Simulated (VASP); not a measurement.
Wanted: the native input for a VASP 6.6.1 run.

* Task: single point
* Functional: PBE
* Potentials or basis: VASP PAW PBE potentials, release 64 (Fe, Co)
* Cutoff: 520 eV
* k mesh: 6 × 6 × 6
* Occupations: gaussian, width 0.1 eV
* Spin: collinear spin, ferromagnetic start
* Starting moments: [2.87, 2.87, 2.04, 2.04, 2.04] μB
* Dipole correction: no
* Further INCAR settings: ALGO = Fast; EDIFF = 1e-06; NBANDS = 34

The structure of Fe2Co3 lies in POSCAR:

```
Fe2Co3
1.0
    2.0066893000      1.1585626000      4.0754633000
   -2.0066893000      1.1585626000      4.0754633000
    0.0000000000     -2.3171252000      4.0754633000
Fe Co
2 3
Direct
    0.7996150000      0.7996150000      0.7996150000
    0.2003850000      0.2003850000      0.2003850000
    0.6010230000      0.6010230000      0.6010230000
    0.0000000000      0.0000000000      0.0000000000
    0.3989770000      0.3989770000      0.3989770000
```

The input as run:

INCAR

```
SYSTEM = Fe2Co3
PREC = Accurate ; ENCUT = 520
EDIFF = 1E-6 ; ISMEAR = 0
SIGMA = 0.1 ; LREAL = .FALSE.
LASPH = .TRUE. ; NELM = 150
ALGO = Fast ; ISIF = 2
LWAVE = .FALSE. ; LCHARG = .TRUE.
ISPIN = 2 ; MAGMOM = 2.87 2.87 2.04 2.04 2.04
LORBIT = 11 ; LMAXMIX = 4
GGA = PE ; LELF = .TRUE.
LVHAR = .TRUE. ; NBANDS = 34
```

KPOINTS

```
Automatic mesh
0
G
  6 6 6
  0 0 0
```

Potentials or basis: VASP PAW PBE potentials, release 64 (Fe, Co).

Run with:

```bash
$ cat potpaw_PBE.64/Fe/POTCAR potpaw_PBE.64/Co/POTCAR > POTCAR
$ mpirun -np 1 vasp_std > vasp.out
```

Results of the run:

```
Pressure                                              : -0.2 GPa
Largest force                                         : 0.005 eV/Å
Net moment                                            : 10.54 μB per cell
Site moments                                          : Fe +2.61; Co +1.78, +1.82 (each value once) μB
Valence electrons inside the program's atomic spheres : Fe 7.21; Co 8.22, 8.21 (each value once)
```

Run time: 3.2 min on 1 thread of Intel(R) Xeon(R) Platinum 8259CL CPU @ 2.50GHz (Skylake/Cascade Lake), with other jobs on the host, peak memory 0.29 GiB.
